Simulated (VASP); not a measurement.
# Ni in VASP: a series of runs

Ni is run at these levels: PBEsol; tasks: single point.

All numbers are computed with VASP 6.6.1; they aren't measurements. Logs are shortened: lines on timing, memory, paths and dates and some standing lists are left out, and cuts for length are marked.

## 1. The cell of the first run

The cell holds a slab with vacuum, 6 atoms: a = 2.450 Å, b = 2.450 Å, c = 26.001 Å, α = 90.00°, β = 90.00°, γ = 120.00°.

## 2. Single point, PBEsol, collinear spin, ferromagnetic start

INCAR reads:

```
SYSTEM = Ni
PREC = Accurate ; ENCUT = 520
EDIFF = 1E-6 ; ISMEAR = -1
SIGMA = 0.1 ; LREAL = .FALSE.
LASPH = .TRUE. ; NELM = 150
ALGO = Normal ; ISIF = 2
LWAVE = .FALSE. ; LCHARG = .FALSE.
ISPIN = 2 ; MAGMOM = 1 1 1 1 1 1
LORBIT = 11 ; LMAXMIX = 4
LDIPOL = .TRUE. ; IDIPOL = 3
DIPOL = 0.5 0.5 0.500 ; GGA = PS
NBANDS = 43
```

KPOINTS reads:

```
Automatic mesh
0
G
  15 15 1
  0 0 0
```

POSCAR reads:

```
Ni
1.0
    2.4497645824      0.0000000000      0.0000000000
   -1.2248822912      2.1215583616      0.0000000000
    0.0000000000      0.0000000000     26.0011000000
Ni
6
Direct
    0.1666666665      0.3333333335      0.3076788667
    0.5000000005      0.9999999995      0.3846073199
    0.8333333335      0.6666666665      0.4615357731
    0.1666666665      0.3333333335      0.5384642262
    0.5000000005      0.9999999995      0.6153926801
    0.8333333335      0.6666666665      0.6923211333
```

Potentials or basis: VASP PAW PBE potentials, release 64 (Ni).

Launch:

```sh
$ cat potpaw_PBE.64/Ni/POTCAR > POTCAR
$ mpirun -np 1 vasp_std > vasp.out
```

OUTCAR:

```text
SYSTEM = Ni
   PREC = Accurate
   ENCUT = 520
   EDIFF = 1E-6
   ISMEAR = -1
   LREAL = .FALSE.
   LASPH = .TRUE.
   NELM = 150
   ISIF = 2
   ISPIN = 2
   LORBIT = 11
   GGA = PS

 ion  position               nearest neighbor table
   1  0.167  0.333  0.308-   2 2.45   2 2.45   2 2.45
   2  0.500  1.000  0.385-   1 2.45   1 2.45   3 2.45   3 2.45   3 2.45   1 2.45
   3  0.833  0.667  0.462-   4 2.45   4 2.45   4 2.45   2 2.45   2 2.45   2 2.45
   4  0.167  0.333  0.538-   3 2.45   3 2.45   3 2.45   5 2.45   5 2.45   5 2.45
   5  0.500  1.000  0.615-   6 2.45   6 2.45   6 2.45   4 2.45   4 2.45   4 2.45
   6  0.833  0.667  0.692-   5 2.45   5 2.45   5 2.45

  LATTYP: Found a hexagonal cell.
 ALAT       =     2.4497645824
 C/A-ratio  =    10.6137137367

  Lattice vectors:

 A1 = (   2.4497645824,   0.0000000000,   0.0000000000)
 A2 = (  -1.2248822912,   2.1215583616,   0.0000000000)
 A3 = (   0.0000000000,   0.0000000000,  26.0011000000)

Analysis of symmetry for initial positions (statically):
=====================================================================
 Subroutine PRICEL returns:
 Original cell was already a primitive cell.

 Routine SETGRP: Setting up the symmetry group for a
 hexagonal supercell.

 Subroutine GETGRP returns: Found 12 space group operations
 (whereof  4 operations were pure point group operations)
 out of a pool of 24 trial point group operations.

The static configuration has the point symmetry C_2h.
 The point group associated with its full space group is D_3d.

Analysis of symmetry for dynamics (positions and initial velocities):
=====================================================================
 Subroutine PRICEL returns:
 Original cell was already a primitive cell.

 Routine SETGRP: Setting up the symmetry group for a
 hexagonal supercell.

 Subroutine GETGRP returns: Found 12 space group operations
 (whereof  4 operations were pure point group operations)
 out of a pool of 24 trial point group operations.

The dynamic configuration has the point symmetry C_2h.
 The point group associated with its full space group is D_3d.

Analysis of structural, dynamic, and magnetic symmetry:
=====================================================================
 Subroutine PRICEL returns:
 Original cell was already a primitive cell.

 Routine SETGRP: Setting up the symmetry group for a
 hexagonal supercell.

 Subroutine GETGRP returns: Found 12 space group operations
 (whereof  4 operations were pure point group operations)
 out of a pool of 24 trial point group operations.

The overall configuration has the point symmetry C_2h.
 The point group associated with its full space group is D_3d.

 Subroutine INISYM returns: Found 12 space group operations
 (whereof  4 operations are pure point group operations),
 and found     1 'primitive' translations

----------------------------------------------------------------------------------------

                                     Primitive cell

  volume of cell :     135.1360

  direct lattice vectors                    reciprocal lattice vectors
     2.449764582  0.000000000  0.000000000     0.408202489  0.235675817  0.000000000
    -1.224882291  2.121558362  0.000000000     0.000000000  0.471351634  0.000000000
     0.000000000  0.000000000 26.001100000     0.000000000  0.000000000  0.038459911

  length of vectors
     2.449764582  2.449764582 26.001100000     0.471351634  0.471351634  0.038459911

  position of ions in fractional coordinates (direct lattice)
     0.166666666  0.333333334  0.307678867
     0.500000001  0.999999999  0.384607320
     0.833333334  0.666666666  0.461535773
     0.166666666  0.333333334  0.538464226
     0.500000001  0.999999999  0.615392680
     0.833333334  0.666666666  0.692321133

  ion indices of the primitive-cell ions
   primitive index   ion index
                 1           1
                 2           2
                 3           3
                 4           4
                 5           5
                 6           6

----------------------------------------------------------------------------------------

 KPOINTS: Automatic mesh

Automatic generation of k-mesh.
 Grid dimensions read from file:
 generate k-points for:   15   15    1

 Generating k-lattice:

  Cartesian coordinates                     Fractional coordinates (reciprocal lattice)
     0.027213499  0.015711721  0.000000000     0.066666667  0.000000000  0.000000000
     0.000000000  0.031423442  0.000000000     0.000000000  0.066666667  0.000000000
     0.000000000  0.000000000  0.038459911     0.000000000  0.000000000  1.000000000

  Length of vectors
     0.031423442  0.031423442  0.038459911

  Shift w.r.t. Gamma in fractional coordinates (k-lattice)
     0.000000000  0.000000000  0.000000000

 Subroutine IBZKPT returns following result:
 ===========================================

 Found     27 irreducible k-points:

 Following reciprocal coordinates:
            Coordinates               Weight
  0.000000  0.000000  0.000000      1.000000
  0.066667  0.000000  0.000000      6.000000
  0.133333 -0.000000  0.000000      6.000000
  0.200000  0.000000  0.000000      6.000000
  0.266667 -0.000000  0.000000      6.000000
  0.333333  0.000000  0.000000      6.000000
[... 16 lines left out ...]
  0.333333  0.200000  0.000000     12.000000
  0.400000  0.200000  0.000000      6.000000
 [... further k-points ...]
   k-points           NKPTS =     27   k-points in BZ     NKDIM =     27   number of bands    NBANDS=     43
   number of dos      NEDOS =    301   number of ions     NIONS =      6
   total plane-waves  NPLWV =  63504
   dimension x,y,z NGX =    18 NGY =   18 NGZ =  196
   dimension x,y,z NGXF=    36 NGYF=   36 NGZF=  392
   ions per type =               6
   NGX,Y,Z   is equivalent  to a cutoff of  12.22, 12.22, 12.53 a.u.
   NGXF,Y,Z  is equivalent  to a cutoff of  24.43, 24.43, 25.06 a.u.
 SYSTEM =  Ni
   PREC   = accura    normal or accurate (medium, high low for compatibility)
   ISTART =      0    job   : 0-new  1-cont  2-samecut
   ICHARG =      2    charge: 1-file 2-atom 10-const
   ISPIN  =      2    spin polarized calculation?
   LNONCOLLINEAR =      F non collinear calculations
   LSORBIT =      F    spin-orbit coupling
   LASPH  =      T    aspherical Exc in radial PAW
   ENCUT  =  520.0 eV  38.22 Ry    6.18 a.u.   4.55  4.55 48.34*2*pi/ulx,y,z
   NELM   =    150;   NELMIN=  2; NELMDL= -5     # of ELM steps
   EDIFF  = 0.1E-05   stopping-criterion for ELM
   LREAL  =      F    real-space projection
   EDIFFG = 0.1E-04   stopping-criterion for IOM
   NSW    =      0    number of steps for IOM
   IBRION =     -1    ionic relax: 0-MD 1-quasi-New 2-CG
   NFREE  =      0    steps in history (QN), initial steepest desc. (CG)
   ISIF   =      2    stress and relaxation
   ISYM   =      2    0-nonsym 1-usesym 2-fastsym
   POTIM  = 0.5000    time-step for ionic-motion
   TEBEG  =    0.0;   TEEND  =   0.0 temperature during run
   PSTRESS=    0.0 pullay stress
   NELECT =      60.0000    total number of electrons
   NUPDOWN=      -1.0000    fix difference up-down
   EMIN   =  10.00;   EMAX   =-10.00  energy-range for DOS
   EFERMI =   0.00;   METHOD = LEGACY
   ISMEAR =    -1;   SIGMA  =   0.10  broadening in eV -4-tet -1-fermi 0-gaus
   EFERMI_NEDOS =   21; number of points for ismear=-14 and -15
   IALGO  =     38    algorithm
   IMIX   =      4    mixing-type and parameters
     AMIX     =   0.40;   BMIX     =  1.00
     AMIX_MAG =   1.60;   BMIX_MAG =  1.00
  volume/ion in A,a.u.               =      22.52       151.99
  Fermi-wavevector in a.u.,A,eV,Ry     =   1.248921  2.360118 21.222410  1.559803
  Thomas-Fermi vector in A             =   2.382985
   LORBIT       =     11    0 simple, 1 ext, 2 COOP (PROOUT), +10 PAW based schemes
   GGA     = PS    functional components
   LHFCALC =     F    Hartree Fock is set to
   AEXX    =    0.0000 exact exchange contribution
   IVDW    =     0    specifies the selected vdW correction
   LEPSILON=     F    determine dielectric tensor
   LRPA    =     F    only Hartree local field effects (RPA)
 spin polarized calculation
  energy-cutoff  :      520.00
  volume of cell :      135.14
 maximum number of plane-waves:      3690
   NGX =  9   NGY =  9   NGZ = 97

 number of electron      59.9999955 magnetization       3.7888651

 dipolmoment           0.000000      0.000000      0.000000 electrons x Angstroem

 Free energy of the ion-electron system (eV)
  ---------------------------------------------------
  ext. energy  EPLUGINS =         0.00000000
  ---------------------------------------------------
  free energy    TOTEN  =       -35.48504855 eV

  energy without entropy =      -35.14585666  energy(sigma->0) =      -35.31545260

 E-fermi :   1.7823     XC(G=0):  -7.0568

 val. band max:        1.7727768597   @ k =   0.3333   0.3333   0.0000
 cond. band min:       1.7848838496   @ k =   0.4000   0.1333   0.0000
 fundamental gap:      0.0121069899
 Fermi energy:         1.7822939775

 spin component 1

 k-point     1 :       0.0000    0.0000    0.0000
  band No.  band energies     occupation
      1      -7.3513      1.00000
      2      -6.6397      1.00000
      3      -5.5652      1.00000
      4      -4.3718      1.00000
      5      -3.5349      1.00000
      6      -3.3114      1.00000
[... 34 lines left out ...]
     41       8.4839      0.00000
     42       9.8481      0.00000

 k-point     2 :       0.0667    0.0000    0.0000
  band No.  band energies     occupation
      1      -7.1928      1.00000
      2      -6.4857      1.00000
      3      -5.4184      1.00000
      4      -4.2339      1.00000
      5      -3.4092      1.00000
      6      -3.2009      1.00000
[... 979 lines left out ...]
     41      11.5263      0.00000
     42      11.7846      0.00000

 k-point    24 :       0.4000    0.2000    0.0000
  band No.  band energies     occupation
      1      -2.5715      1.00000
      2      -2.5665      1.00000
      3      -2.3187      1.00000
      4      -2.2650      1.00000
      5      -2.2069      1.00000
      6      -1.9644      1.00000
[... 34 lines left out ...]
     41      11.3098      0.00000
     42      11.4384      0.00000

 [... further k-points ...]

 spin component 2

 k-point     1 :       0.0000    0.0000    0.0000
  band No.  band energies     occupation
      1      -7.3595      1.00000
      2      -6.6451      1.00000
      3      -5.5589      1.00000
      4      -4.3083      1.00000
      5      -3.3071      1.00000
      6      -2.9406      1.00000
[... 34 lines left out ...]
     41       8.6658      0.00000
     42      10.0043      0.00000

 k-point     2 :       0.0667    0.0000    0.0000
  band No.  band energies     occupation
      1      -7.2008      1.00000
      2      -6.4906      1.00000
      3      -5.4112      1.00000
      4      -4.1687      1.00000
      5      -3.1765      1.00000
      6      -2.8235      1.00000
[... 979 lines left out ...]
     41      11.6937      0.00000
     42      11.9447      0.00000

 k-point    24 :       0.4000    0.2000    0.0000
  band No.  band energies     occupation
      1      -2.1684      1.00000
      2      -2.1153      1.00000
      3      -1.9269      1.00000
      4      -1.8081      1.00000
      5      -1.6527      1.00000
      6      -1.5323      1.00000
[... 34 lines left out ...]
     41      11.4757      0.00000
     42      11.6089      0.00000

 [... further k-points ...]

 [bands above 42 left out]

------------------------ aborting loop because EDIFF is reached ----------------------------------------

 vacuum level on the upper side and lower side of the slab       (xc-potential included)         0.006         0.006

  FORCE on cell =-STRESS in cart. coord.  units (eV):
  Direction    XX          YY          ZZ          XY          YZ          ZX
  --------------------------------------------------------------------------------------
  -------------------------------------------------------------------------------------
  Total       -1.8388598     -1.8388598     -0.7090885      0.0000000      0.0000000      0.0000000
  in kB      -21.8015887    -21.8015887     -8.4069792      0.0000000      0.0000000      0.0000000
  external PRESSURE =     -17.3367189 kB  Pullay stress =       0.0000000 kB

 VOLUME and BASIS-vectors are now :
 -----------------------------------------------------------------------------
  energy-cutoff  :      520.00
  volume of cell :      135.14
      direct lattice vectors                 reciprocal lattice vectors
     2.449764582  0.000000000  0.000000000     0.408202489  0.235675817  0.000000000
    -1.224882291  2.121558362  0.000000000     0.000000000  0.471351634  0.000000000
     0.000000000  0.000000000 26.001100000     0.000000000  0.000000000  0.038459911

 POSITION                                       TOTAL-FORCE (eV/Angst)
 -----------------------------------------------------------------------------------
     -0.00000      0.70719      7.99999         0.000000      0.000000      0.161066
      0.00000      2.12156     10.00021        -0.000000      0.000000     -0.145137
      1.22488      1.41437     12.00044         0.000000      0.000000     -0.022884
     -0.00000      0.70719     14.00066        -0.000000     -0.000000      0.022884
      0.00000      2.12156     16.00089         0.000000     -0.000000      0.145137
      1.22488      1.41437     18.00111         0.000000     -0.000000     -0.161066
 -----------------------------------------------------------------------------------
    total drift:                                0.000000     -0.000000      0.000012

  FREE ENERGIE OF THE ION-ELECTRON SYSTEM (eV)
  ---------------------------------------------------
  free  energy   TOTEN  =       -35.4850485456 eV

  energy  without entropy=      -35.1458566621  energy(sigma->0) =      -35.31545260

 vacuum level on the upper side and lower side of the slab         7.010         7.010

 total charge

# of ion       s       p       d       tot
------------------------------------------
    1        0.509   0.417   8.314   9.240
    2        0.516   0.541   8.333   9.390
    3        0.521   0.544   8.334   9.399
    4        0.521   0.544   8.334   9.399
    5        0.516   0.541   8.333   9.390
    6        0.509   0.417   8.314   9.240
--------------------------------------------------
tot          3.090   3.006  49.962  56.058

 magnetization (x)

# of ion       s       p       d       tot
------------------------------------------
    1       -0.005  -0.023   0.681   0.653
    2       -0.006  -0.024   0.685   0.654
    3       -0.006  -0.024   0.643   0.613
    4       -0.006  -0.024   0.643   0.613
    5       -0.006  -0.024   0.685   0.654
    6       -0.005  -0.023   0.681   0.653
--------------------------------------------------
tot         -0.037  -0.142   4.019   3.840
```

Wall time 16 min (1 thread of Intel Xeon 6975P-C (Granite Rapids), shared host); peak memory 0.42 GiB.

Results:

- Free energy: -35.4850 eV
- Largest force: 0.161 eV/Å
- Net moment: 3.79 μB per cell
- Site moments: Ni +0.65, +0.61 (each value once) μB
- Valence electrons inside the program's atomic spheres: Ni 9.24, 9.39, 9.40 (each value once)

Forces on the atoms (eV/Å):
```
Ni   0.000  0.000  0.161
Ni   0.000  0.000 -0.145
Ni   0.000  0.000 -0.023
Ni   0.000  0.000  0.023
Ni   0.000  0.000  0.145
Ni   0.000  0.000 -0.161
```

Caveat: the PAW data sets were made with another functional, which shifts forces and pressure a little.

(Part 1 of 2 ends here.)
